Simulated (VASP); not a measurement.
Ir: relaxation of cell and atoms with PBE

The system is Ir.

```
CELL_PARAMETERS angstrom
0.00000 0.00000 -4.45323
-4.12214 -2.37992 0.00000
0.00000 4.75984 0.00000
ATOMIC_POSITIONS crystal
Ir 0.25000 0.33333 0.33333
Ir 0.25000 0.66667 0.00000
Ir 0.25000 0.00000 0.66667
Ir 0.75000 0.66667 0.66667
Ir 0.75000 0.00000 0.33333
Ir 0.75000 0.33333 0.00000
```

This isn't the form of Ir at room conditions, which is fcc.

```yaml
Program: VASP 6.6.1
Task: relaxation of cell and atoms
Functional: PBE
Potentials_or_basis: VASP PAW PBE potentials, release 64 (Ir)
Cutoff: 600 eV
k_mesh: 8 × 9 × 9
Occupations: gaussian, width 0.1 eV
Spin: no spin polarisation
Dipole_correction: no
Further_INCAR_settings: ALGO = Fast; EDIFF = 1e-06; IBRION = 2; EDIFFG = -0.015; NSW = 80; ISIF = 3
```

* Relaxed volume: 14.59 Å³/atom
* Relaxed cell: a = 4.457 Å, b = 4.762 Å, c = 4.762 Å, α = 120.00°, β = 90.00°, γ = 90.00°
* Space group after relaxing (to 0.1 Å): P6_3/mmc (No. 194)
* Energy gained by relaxing: 0.1 meV/atom
* Ionic steps: 3
* Pressure after relaxing: 0.0 GPa
* Band gap on the k mesh: zero (bands 27 and 28 overlap by 1.01 eV)

Stress tensor (GPa, compression positive):
```
-0.06  0.00  0.00
 0.00 -0.06  0.00
 0.00  0.00  0.13
```

Step by step:
| step | energy change (eV) | largest force (eV/Å) | pressure (GPa) | volume (Å³) |
| --- | --- | --- | --- | --- |
| 1 | 0.0000 | 0.0000 | 0.63 | 87.38 |
| 2 | 0.0036 | 0.0000 | -2.25 | 88.10 |
| 3 | -0.0003 | 0.0000 | 0.01 | 87.54 |

Final structure:
```
Ir
1.0
     0.00000    0.00000   -4.45689
    -4.12434   -2.38119    0.00000
     0.00000    4.76238    0.00000
Ir
6
Direct
  0.25000 0.33333 0.33333
  0.25000 0.66667 0.00000
  0.25000 0.00000 0.66667
  0.75000 0.66667 0.66667
  0.75000 0.00000 0.33333
  0.75000 0.33333 0.00000
```

Levels at points of the mesh, in eV from the Fermi level:
| k point | band 23 | band 24 | band 25 | band 26 | band 27 | band 28 | band 29 | band 30 | band 31 | band 32 |
| --- | --- | --- | --- | --- | --- | --- | --- | --- | --- | --- |
| (0.00, 0.00, 0.00) | -2.29 | -0.74 | -0.05 | -0.05 | -0.05 | -0.05 | 0.25 | 0.25 | 0.29 | 0.29 |
| (0.50, 0.00, 0.00) | -2.30 | -2.30 | -0.47 | -0.47 | -0.47 | -0.47 | 0.28 | 0.28 | 0.28 | 0.28 |

Run time: 4.1 min on 1 thread of Intel(R) Xeon(R) 6975P-C (Granite Rapids) (shared host), peak memory 0.33 GiB.

Caveat: spin-orbit coupling is left out, which moves the levels of the heavy elements.
